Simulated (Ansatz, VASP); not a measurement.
## Two plane-wave programs on Al5H

```
Al H
1.0
     0.11329    4.14290    0.26302
    -0.28912    0.39447    5.98279
     8.22525    0.21609   -0.36843
Al H
10 2
Direct
  0.91186 0.71946 0.27710
  0.91229 0.71936 0.77721
  0.43004 0.71855 0.53460
  0.42988 0.71848 0.03459
  0.99083 0.42993 0.50362
  0.99076 0.42981 0.00373
  0.09285 0.12139 0.21310
  0.09248 0.12134 0.71301
  0.58641 0.12218 0.96131
  0.58613 0.12243 0.46135
  0.48868 0.17128 0.26003
  0.48781 0.17175 0.76034
```

Change from the starting cell: cell x2, atoms moved at random (sigma 0.15 Å) and cell strained at random (1.5 %), then relaxed without symmetry.

Alike in both runs: functional PBE; k mesh 6 × 4 × 4; occupations gaussian, width 0.2 eV; no spin polarisation.

Ansatz relaxed the structure, and its values are those at the end. VASP's run is a single point on that final structure, the one shown.

```csv
,VASP,Ansatz
version,VASP 6.6.1,Ansatz 0.2.0
potentials or method,"VASP PAW PBE potentials, release 64 (Al, H), cutoff 520 eV","scalar-relativistic, plane waves, PAW"
valence electrons in the cell,32,32
```

|  | VASP | Ansatz | Ansatz less VASP |
| --- | --- | --- | --- |
| gap on the k mesh at the Fermi level (eV) | none | none | - |
| pressure (GPa) | 0.0 | 0.0 | +0.05 |
| rms of the force components (eV/Å) | 0.005 | 0.005 | -0.0006 |

A gap of «none» marks a metal or a gap that the smearing closes.
